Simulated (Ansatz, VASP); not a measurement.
**Two plane-wave programs on Tl**

```
CELL_PARAMETERS angstrom
3.43849 0.00000 0.00000
-1.71925 2.97782 0.00000
0.00000 0.00000 5.49594
ATOMIC_POSITIONS crystal
Tl 0.33330 0.66670 0.25000
Tl 0.66660 0.33330 0.75000
```

Alike in both runs: task single point; functional r2SCAN; k mesh 11 × 11 × 6; no spin polarisation.

```csv
,VASP,Ansatz
version,VASP 6.6.1,Ansatz 0.2.0
potentials or method,"VASP PAW PBE potentials, release 64 (Tl_d), cutoff 520 eV",PAW plane waves
occupations,"fermi-dirac, width 0.1 eV",fermi-dirac
valence electrons in the cell,26,26
```

```csv
,VASP,Ansatz,Ansatz less VASP
pressure (GPa),2.6,2.6,+0.02
"traceless stress, the component that is largest in VASP (GPa)",-0.06,-0.06,+0.003
```

VASP's potentials were made for PBE, not for r2SCAN. Ansatz's warnings: structure snapped to symmetry.

Spin-orbit coupling is off throughout.
